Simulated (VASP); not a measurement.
Wanted: the native input for a VASP 6.6.1 run.

- Task: single point
- Functional: PBE
- Potentials or basis: VASP PAW PBE potentials, release 64 (Ta_pv, Si)
- Cutoff: 520 eV
- k mesh: 6 × 6 × 6
- Occupations: gaussian, width 0.1 eV
- Spin: no spin polarisation
- Dipole correction: no
- Further INCAR settings: ALGO = Normal; EDIFF = 1e-06; NBANDS = 28

The structure of TaSi2 lies in POSCAR:

```
TaSi2
1.0
    0.0042498646      2.3950616951      4.3377294209
    4.2616505904     -0.0114438296      4.3363016860
    4.2659160614      2.3908156796      0.0023432897
Ta Si
2 4
Direct
    0.5832913211      0.4166802909      0.5833356354
    0.8333815649      0.6666552179      0.8333270329
   -0.0672910789      0.0673246006      0.2338678088
    0.4839283300      0.0160443154      0.1827997845
    0.1827971448      0.3171899562      0.4839375587
    0.2338927182      0.7661056190     -0.0672678203
```

The input as run:

INCAR

```
ALGO = Normal ; EDIFF = 1E-6
ENCUT = 520 ; GGA = PE
ISIF = 2 ; ISMEAR = 0
LASPH = T ; LCHARG = F
LREAL = F ; LWAVE = F
NBANDS = 28 ; NELM = 100
PREC = Accurate ; SIGMA = 0.1
```

KPOINTS

```
k-points
0
Gamma
  6 6 6
```

Potentials or basis: VASP PAW PBE potentials, release 64 (Ta_pv, Si).

Command:

```console
$ cat potpaw_PBE.64/Ta_pv/POTCAR potpaw_PBE.64/Si/POTCAR > POTCAR
$ mpirun -np 1 vasp_std > vasp.out
```

Results of the run:

| Property | Result |
| --- | --- |
| Pressure | 0.1 GPa |
| Largest force | 0.005 eV/Å |
| Band gap on the k mesh | zero (bands 19 and 20 overlap by 1.43 eV) |

Caveat: spin-orbit coupling is left out, which moves the levels of the heavy elements.

Run time: 4.3 min on 1 thread of Intel(R) Xeon(R) Platinum 8259CL CPU @ 2.50GHz (Skylake/Cascade Lake) (shared host), peak memory 0.39 GiB.
